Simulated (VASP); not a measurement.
# Ru (P6_3/mmc) in VASP: notebook

Runs on Ru. Level: PBE. Tasks: single point.

Everything below comes from runs of VASP 6.6.1. Logs are shortened: lines on timing, memory, paths and dates and some standing lists are left out, and cuts for length are marked.

## (1) The cell of the first run

Symmetry: P6_3/mmc, No. 194, hexagonal system. Conventional cell: a = 2.632 Å, b = 2.632 Å, c = 4.165 Å, α = 90.00°, β = 90.00°, γ = 120.00°. Within 3.4 Å of Ru (site symmetry -6m2) lie 12 Ru at 2.58 to 2.63 Å.

## (2) Single point, PBE

INCAR reads:

```
SYSTEM = Ru
PREC = Accurate
ENCUT = 520
EDIFF = 1E-6
ISMEAR = 1
SIGMA = 0.1
LREAL = .False.
LASPH = .True.
NELM = 100
ALGO = Normal
ISIF = 2
LWAVE = .False.
LCHARG = .False.
GGA = PE
NBANDS = 21
```

KPOINTS reads:

```
Automatic mesh
0
Gamma
  11 11 6
  0 0 0
```

POSCAR reads:

```
Ru
1.0
    2.6316308460      0.0000000000      0.0000000000
   -1.3158154230      2.2790596158      0.0000000000
    0.0000000000      0.0000000000      4.1645280950
Ru
2
Direct
    0.3333333333      0.6666666667      0.2500000000
    0.6666666667      0.3333333333      0.7500000000
```

Potentials or basis: VASP PAW PBE potentials, release 64 (Ru_pv).

The run is started by

```sh
$ cat potpaw_PBE.64/Ru_pv/POTCAR > POTCAR
$ mpirun -np 1 vasp_std > vasp.out
```

OUTCAR:

```text
SYSTEM = Ru
   PREC = Accurate
   ENCUT = 520
   EDIFF = 1E-6
   ISMEAR = 1
   LREAL = .False.
   LASPH = .True.
   NELM = 100
   ISIF = 2
   GGA = PE

 ion  position               nearest neighbor table
   1  0.333  0.667  0.250-   2 2.58   2 2.58   2 2.58   2 2.58   2 2.58   2 2.58
   2  0.667  0.333  0.750-   1 2.58   1 2.58   1 2.58   1 2.58   1 2.58   1 2.58

  LATTYP: Found a hexagonal cell.
 ALAT       =     2.6316308460
 C/A-ratio  =     1.5824894671

  Lattice vectors:

 A1 = (   2.6316308460,   0.0000000000,   0.0000000000)
 A2 = (  -1.3158154230,   2.2790596158,   0.0000000000)
 A3 = (   0.0000000000,   0.0000000000,   4.1645280950)

Analysis of symmetry for initial positions (statically):
=====================================================================
 Subroutine PRICEL returns:
 Original cell was already a primitive cell.

 Routine SETGRP: Setting up the symmetry group for a
 hexagonal supercell.

 Subroutine GETGRP returns: Found 24 space group operations
 (whereof 12 operations were pure point group operations)
 out of a pool of 24 trial point group operations.

The static configuration has the point symmetry D_3d.
 The point group associated with its full space group is D_6h.

Analysis of symmetry for dynamics (positions and initial velocities):
=====================================================================
 Subroutine PRICEL returns:
 Original cell was already a primitive cell.

 Routine SETGRP: Setting up the symmetry group for a
 hexagonal supercell.

 Subroutine GETGRP returns: Found 24 space group operations
 (whereof 12 operations were pure point group operations)
 out of a pool of 24 trial point group operations.

The dynamic configuration has the point symmetry D_3d.
 The point group associated with its full space group is D_6h.

 Subroutine INISYM returns: Found 24 space group operations
 (whereof 12 operations are pure point group operations),
 and found     1 'primitive' translations

----------------------------------------------------------------------------------------

                                     Primitive cell

  volume of cell :      24.9774

  direct lattice vectors                    reciprocal lattice vectors
     2.631630846  0.000000000  0.000000000     0.379992506  0.219388732  0.000000000
    -1.315815423  2.279059616  0.000000000     0.000000000  0.438777465  0.000000000
     0.000000000  0.000000000  4.164528095     0.000000000  0.000000000  0.240123245

  length of vectors
     2.631630846  2.631631236  4.164528095     0.438777530  0.438777465  0.240123245

  position of ions in fractional coordinates (direct lattice)
     0.333333333  0.666666667  0.250000000
     0.666666667  0.333333333  0.750000000

  ion indices of the primitive-cell ions
   primitive index   ion index
                 1           1
                 2           2

----------------------------------------------------------------------------------------

 KPOINTS: Automatic mesh

Automatic generation of k-mesh.
 Grid dimensions read from file:
 generate k-points for:   11   11    6

 Generating k-lattice:

  Cartesian coordinates                     Fractional coordinates (reciprocal lattice)
     0.034544773  0.019944430  0.000000000     0.090909091  0.000000000  0.000000000
     0.000000000  0.039888860  0.000000000     0.000000000  0.090909091  0.000000000
     0.000000000  0.000000000  0.040020541     0.000000000  0.000000000  0.166666667

  Length of vectors
     0.039888866  0.039888860  0.040020541

  Shift w.r.t. Gamma in fractional coordinates (k-lattice)
     0.000000000  0.000000000  0.000000000

 Subroutine IBZKPT returns following result:
 ===========================================

 Found     64 irreducible k-points:

 Following reciprocal coordinates:
            Coordinates               Weight
  0.000000  0.000000  0.000000      1.000000
  0.090909  0.000000  0.000000      6.000000
  0.181818 -0.000000  0.000000      6.000000
  0.272727  0.000000  0.000000      6.000000
  0.363636  0.000000  0.000000      6.000000
  0.454545  0.000000  0.000000      6.000000
[... 16 lines left out ...]
  0.090909  0.090909  0.166667     12.000000
  0.181818  0.090909  0.166667     24.000000
 [... further k-points ...]
   k-points           NKPTS =     64   k-points in BZ     NKDIM =     64   number of bands    NBANDS=     21
   number of dos      NEDOS =    301   number of ions     NIONS =      2
   total plane-waves  NPLWV =  12800
   dimension x,y,z NGX =    20 NGY =   20 NGZ =   32
   dimension x,y,z NGXF=    40 NGYF=   40 NGZF=   64
   ions per type =               2
   NGX,Y,Z   is equivalent  to a cutoff of  12.63, 12.63, 12.77 a.u.
   NGXF,Y,Z  is equivalent  to a cutoff of  25.27, 25.27, 25.55 a.u.
 SYSTEM =  Ru
   PREC   = accura    normal or accurate (medium, high low for compatibility)
   ISTART =      0    job   : 0-new  1-cont  2-samecut
   ICHARG =      2    charge: 1-file 2-atom 10-const
   ISPIN  =      1    spin polarized calculation?
   LNONCOLLINEAR =      F non collinear calculations
   LSORBIT =      F    spin-orbit coupling
   LASPH  =      T    aspherical Exc in radial PAW
   ENCUT  =  520.0 eV  38.22 Ry    6.18 a.u.   4.89  4.89  7.74*2*pi/ulx,y,z
   NELM   =    100;   NELMIN=  2; NELMDL= -5     # of ELM steps
   EDIFF  = 0.1E-05   stopping-criterion for ELM
   LREAL  =      F    real-space projection
[... 7 lines left out ...]
   TEBEG  =    0.0;   TEEND  =   0.0 temperature during run
   PSTRESS=    0.0 pullay stress
   NELECT =      28.0000    total number of electrons
   NUPDOWN=      -1.0000    fix difference up-down
   EMIN   =  10.00;   EMAX   =-10.00  energy-range for DOS
   EFERMI =   0.00;   METHOD = LEGACY
   ISMEAR =     1;   SIGMA  =   0.10  broadening in eV -4-tet -1-fermi 0-gaus
   EFERMI_NEDOS =   21; number of points for ismear=-14 and -15
   IALGO  =     38    algorithm
   IMIX   =      4    mixing-type and parameters
     AMIX     =   0.40;   BMIX     =  1.00
     AMIX_MAG =   1.60;   BMIX_MAG =  1.00
  volume/ion in A,a.u.               =      12.49        84.28
  Fermi-wavevector in a.u.,A,eV,Ry     =   1.700639  3.213741 39.350383  2.892172
  Thomas-Fermi vector in A             =   2.780737
   LORBIT       =      0    0 simple, 1 ext, 2 COOP (PROOUT), +10 PAW based schemes
   GGA     = PE    functional components
   LHFCALC =     F    Hartree Fock is set to
   AEXX    =    0.0000 exact exchange contribution
   IVDW    =     0    specifies the selected vdW correction
   LEPSILON=     F    determine dielectric tensor
   LRPA    =     F    only Hartree local field effects (RPA)
 non-spin polarized calculation
 Methfessel and Paxton  Order N= 1 SIGMA  =   0.10
  energy-cutoff  :      520.00
  volume of cell :       24.98
 maximum number of plane-waves:       689
 NGX is ok and might be reduce to    20
   NGX =  9   NGY =  9   NGZ = 15

 number of electron      27.9999996 magnetization

 Free energy of the ion-electron system (eV)
  ---------------------------------------------------
  ext. energy  EPLUGINS =         0.00000000
  ---------------------------------------------------
  free energy    TOTEN  =       -18.17689829 eV

  energy without entropy =      -18.17672043  energy(sigma->0) =      -18.17683900

 E-fermi :  14.3566     XC(G=0): -14.6441

 val. band max:       14.3365335676   @ k =   0.2727   0.0000   0.0000
 cond. band min:      14.3667483467   @ k =   0.2727   0.1818   0.1667
 fundamental gap:      0.0302147791
 Fermi energy:        14.3565631423

 k-point     1 :       0.0000    0.0000    0.0000
  band No.  band energies     occupation
      1     -29.5700      2.00000
      2     -28.3480      2.00000
      3     -28.3480      2.00000
      4     -28.1283      2.00000
      5     -28.1283      2.00000
      6     -28.0697      2.00000
[... 13 lines left out ...]
     20      24.7682      0.00000
     21      25.8238      0.00000

 k-point     2 :       0.0909    0.0000    0.0000
  band No.  band energies     occupation
      1     -29.5333      2.00000
      2     -28.4272      2.00000
      3     -28.3745      2.00000
      4     -28.2106      2.00000
      5     -28.1388      2.00000
      6     -28.0866      2.00000
[... 13 lines left out ...]
     20      24.7682      0.00000
     21      25.7728      0.00000

 k-point     3 :       0.1818   -0.0000    0.0000
  band No.  band energies     occupation
      1     -29.4290      2.00000
      2     -28.6396      2.00000
      3     -28.4428      2.00000
      4     -28.4254      2.00000
      5     -28.1692      2.00000
      6     -28.1379      2.00000
[... 13 lines left out ...]
     20      24.7682      0.00000
     21      25.5806      0.00000

 k-point     4 :       0.2727    0.0000    0.0000
  band No.  band energies     occupation
      1     -29.2742      2.00000
      2     -28.9168      2.00000
      3     -28.6943      2.00000
      4     -28.5279      2.00000
      5     -28.2227      2.00000
      6     -28.2124      2.00000
[... 13 lines left out ...]
     20      24.7681      0.00000
     21      25.2867      0.00000

 k-point     5 :       0.3636    0.0000    0.0000
  band No.  band energies     occupation
      1     -29.1698      2.00000
      2     -29.0991      2.00000
      3     -28.9305      2.00000
      4     -28.6030      2.00000
      5     -28.3331      2.00000
      6     -28.2541      2.00000
[... 13 lines left out ...]
     20      24.7721      0.00000
     21      25.4418      0.00000

 k-point     6 :       0.4545    0.0000    0.0000
  band No.  band energies     occupation
      1     -29.3189      2.00000
      2     -29.0667      2.00000
      3     -28.9598      2.00000
      4     -28.6465      2.00000
      5     -28.4337      2.00000
      6     -28.2795      2.00000
[... 13 lines left out ...]
     20      24.7676      0.00000
     21      26.1991      0.00000

 k-point     7 :       0.0909    0.0909    0.0000
  band No.  band energies     occupation
      1     -29.4627      2.00000
      2     -28.5554      2.00000
      3     -28.4648      2.00000
      4     -28.3215      2.00000
      5     -28.1718      2.00000
      6     -28.1208      2.00000
[... 13 lines left out ...]
     20      24.7681      0.00000
     21      25.6518      0.00000
[... 291 lines left out ...]
      1     -29.2727      2.00000
      2     -28.8534      2.00000
      3     -28.7470      2.00000
      4     -28.5072      2.00000
      5     -28.2359      2.00000
      6     -28.2340      2.00000
[... 13 lines left out ...]
     20      24.7681      0.00000
     21      27.0339      0.00000

 k-point    21 :       0.3636    0.0000    0.1667
  band No.  band energies     occupation
      1     -29.2934      2.00000
      2     -29.0309      2.00000
      3     -28.8824      2.00000
      4     -28.5801      2.00000
      5     -28.3219      2.00000
      6     -28.2780      2.00000
[... 13 lines left out ...]
     20      24.7680      0.00000
     21      26.4674      0.00000

 k-point    22 :       0.4545    0.0000    0.1667
  band No.  band energies     occupation
      1     -29.3908      2.00000
      2     -29.1511      2.00000
      3     -28.8302      2.00000
      4     -28.6225      2.00000
      5     -28.4005      2.00000
      6     -28.3047      2.00000
[... 13 lines left out ...]
     20      24.7673      0.00000
     21      25.9068      0.00000

 k-point    23 :       0.0909    0.0909    0.1667
  band No.  band energies     occupation
      1     -29.3896      2.00000
      2     -28.5291      2.00000
      3     -28.4727      2.00000
      4     -28.3686      2.00000
      5     -28.1893      2.00000
      6     -28.1562      2.00000
[... 13 lines left out ...]
     20      24.7681      0.00000
     21      27.0624      0.00000

 k-point    24 :       0.1818    0.0909    0.1667
  band No.  band energies     occupation
      1     -29.2983      2.00000
      2     -28.7428      2.00000
      3     -28.6784      2.00000
      4     -28.4702      2.00000
      5     -28.2487      2.00000
      6     -28.2008      2.00000
[... 13 lines left out ...]
     20      24.7681      0.00000
     21      27.0815      0.00000

 [... further k-points ...]

------------------------ aborting loop because EDIFF is reached ----------------------------------------

  FORCE on cell =-STRESS in cart. coord.  units (eV):
  Direction    XX          YY          ZZ          XY          YZ          ZX
  --------------------------------------------------------------------------------------
  -------------------------------------------------------------------------------------
  Total        5.8802694      5.8802717      6.2187668      0.0000000     -0.0000000      0.0000000
  in kB      377.1910310    377.1911799    398.9040084      0.0000000     -0.0000000      0.0000000
  external PRESSURE =     384.4287398 kB  Pullay stress =       0.0000000 kB

 VOLUME and BASIS-vectors are now :
 -----------------------------------------------------------------------------
  energy-cutoff  :      520.00
  volume of cell :       24.98
      direct lattice vectors                 reciprocal lattice vectors
     2.631630846  0.000000000  0.000000000     0.379992506  0.219388732  0.000000000
    -1.315815423  2.279059616  0.000000000     0.000000000  0.438777465  0.000000000
     0.000000000  0.000000000  4.164528095     0.000000000  0.000000000  0.240123245

 POSITION                                       TOTAL-FORCE (eV/Angst)
 -----------------------------------------------------------------------------------
     -0.00000      1.51937      1.04113         0.000000     -0.000000      0.000000
      1.31582      0.75969      3.12340        -0.000000      0.000000      0.000000
 -----------------------------------------------------------------------------------
    total drift:                               -0.000000      0.000000     -0.000000

  FREE ENERGIE OF THE ION-ELECTRON SYSTEM (eV)
  ---------------------------------------------------
  free  energy   TOTEN  =       -18.1768982899 eV

  energy  without entropy=      -18.1767204268  energy(sigma->0) =      -18.17683900
```

Run time: 38 s. Hardware: 1 thread of Intel Xeon 8259CL, shared host; peak memory 0.15 GiB.

Results:

| Item | Value |
| --- | --- |
| Free energy | -18.1769 eV |
| Pressure | 38.4 GPa |
| Band gap on the k mesh | zero (band 14 reaches 16.14 eV, above the bottom of band 15 at 12.65 eV) |

## (3) Single point, PBE

This run uses another cell than the first one, of 12.85 Å³/atom, 1.029 times its volume.

INCAR reads:

```
SYSTEM = Ru
PREC = Accurate ; ENCUT = 520
EDIFF = 1E-6 ; ISMEAR = 1
SIGMA = 0.1 ; LREAL = .False.
LASPH = .True. ; NELM = 60
ALGO = Normal ; ISIF = 2
LWAVE = .False. ; LCHARG = .False.
GGA = PE ; NBANDS = 21
```

KPOINTS is that of step 2.

POSCAR reads:

```
Ru
1.0
    2.6568154465      0.0000000000      0.0000000000
   -1.3284077233      2.3008701239      0.0000000000
    0.0000000000      0.0000000000      4.2043824601
Ru
2
Direct
    0.3333333333      0.6666666667      0.2500000000
    0.6666666667      0.3333333333      0.7500000000
```

Potentials or basis: VASP PAW PBE potentials, release 64 (Ru_pv).

The run is started by

```sh
$ cat potpaw_PBE.64/Ru_pv/POTCAR > POTCAR
$ mpirun -np 1 vasp_std > vasp.out
```

It took 41 s on 1 thread of Intel Xeon 8259CL, shared host; peak memory 0.15 GiB.

Results (log left out):

* Free energy: -18.3207 eV
* Pressure: 25.3 GPa
* Band gap on the k mesh: zero (band 14 reaches 15.51 eV, above the bottom of band 15 at 12.17 eV)

Stress tensor (GPa, compression positive):
```
24.90  0.00  0.00
 0.00 24.90  0.00
 0.00  0.00 26.17
```

Levels at points of the mesh, in eV from the Fermi level:
```
           k point  band 11  band 12  band 13  band 14  band 15  band 16  band 17  band 18
(0.00, 0.00, 0.00)    -2.55    -2.01    -2.01    -1.43    -1.43     1.36     1.36     1.44
(0.00, 0.00, 0.50)    -2.93    -2.93    -2.81    -2.81     0.68     0.68     0.68     0.68
```
